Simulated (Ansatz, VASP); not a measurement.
# Two plane-wave programs on MnO

```xyz
2
Lattice="0.0000 2.2239 2.2239 2.2239 0.0000 2.2239 2.2239 2.2239 0.0000" Properties=species:S:1:pos:R:3 pbc="T T T"
Mn    0.0000    0.0000    0.0000
O     2.2239    2.2239    2.2239
```

Alike in both runs: functional PBEsol; k mesh 10 × 10 × 10; occupations fermi-dirac, width 0.05 eV; collinear spin; Hubbard terms Mn d U = 5.3 eV.

|  | VASP | Ansatz |
| --- | --- | --- |
| version | VASP 6.6.1 | Ansatz 0.2.0 |
| potentials or method | VASP PAW PBE potentials, release 64 (Mn_pv, O) | Ansatz PAW |
| plane-wave cutoff (eV) | 520 | 420 |
| valence electrons in the cell | 19 | 21 |
| task | single point | band structure |

Ansatz gave:

| Quantity | Value |
| --- | --- |
| gap on the k mesh at the Fermi level (eV) | 0.22 |
| least direct gap on the mesh (eV) | 2.44 |
| pressure (GPa) | 4.3 |
| net moment per atom (μB) | 2.50 |
| size of the moment on the site where the two differ most (μB) | 4.29 |

Question: Estimate VASP's values.

Answer: gap on the k mesh at the Fermi level (eV): 0.37; least direct gap on the mesh (eV): 2.58; pressure (GPa): 1.8; net moment per atom (μB): 2.50; size of the moment on the site where the two differ most (μB): 4.65.

VASP's potentials were made for PBE, not for PBEsol. Site moments also hang on the region over which each program counts them. The programs project onto different local orbitals, so the same U acts differently, and such runs can settle in different states. VASP's potentials hold 19 valence electrons a cell and Ansatz's 21, so a difference there can come from the potentials and not from the codes.

Noted on Ansatz's run: the magnetic or orbital state may not be the lowest.
